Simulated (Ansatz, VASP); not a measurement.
**AlN in VASP and in Ansatz**

```
Al N
1.0
    -3.27586    0.00000    0.00000
     0.00000    0.00000   -4.10069
     0.00000   -5.67395    0.00000
Al N
4 4
Direct
  0.53425 0.29853 0.16667
  0.96575 0.20147 0.66667
  0.03425 0.79853 0.33333
  0.46575 0.70147 0.83333
  0.53333 0.75379 0.16667
  0.96667 0.74621 0.66667
  0.03333 0.25379 0.33333
  0.46667 0.24621 0.83333
```

Change from the starting cell: mode 4 frozen in at -0.112 Å and mode 5 at -0.199 Å (largest displacements).

Alike in both runs: task single point; functional LDA; k mesh 8 × 6 × 4; occupations gaussian, width 0.05 eV; no spin polarisation.

|  | VASP | Ansatz |
| --- | --- | --- |
| version | VASP 6.6.1 | Ansatz 0.2.0 |
| potentials or method | VASP PAW LDA potentials, release 64 (Al, N), cutoff 520 eV | scalar-relativistic, plane waves, PAW |
| valence electrons in the cell | 32 | 32 |

```tsv
	VASP	Ansatz	Ansatz less VASP
gap on the k mesh at the Fermi level (eV)	3.56	3.55	-0.006
least direct gap on the mesh (eV)	3.56	3.55	-0.006
pressure (GPa)	4.4	3.7	-0.70
traceless stress, the component that is largest in VASP (GPa)	10.99	10.89	-0.101
rms of the force components (eV/Å)	0.827	0.810	-0.0168
```

Ansatz warns that its potentials were made for another functional, while VASP's fit it. LDA's correlation is that of Perdew and Zunger in VASP and of Perdew and Wang (1992) in Ansatz. Atom by atom the forces differ by 0.023 eV/Å (rms over components).
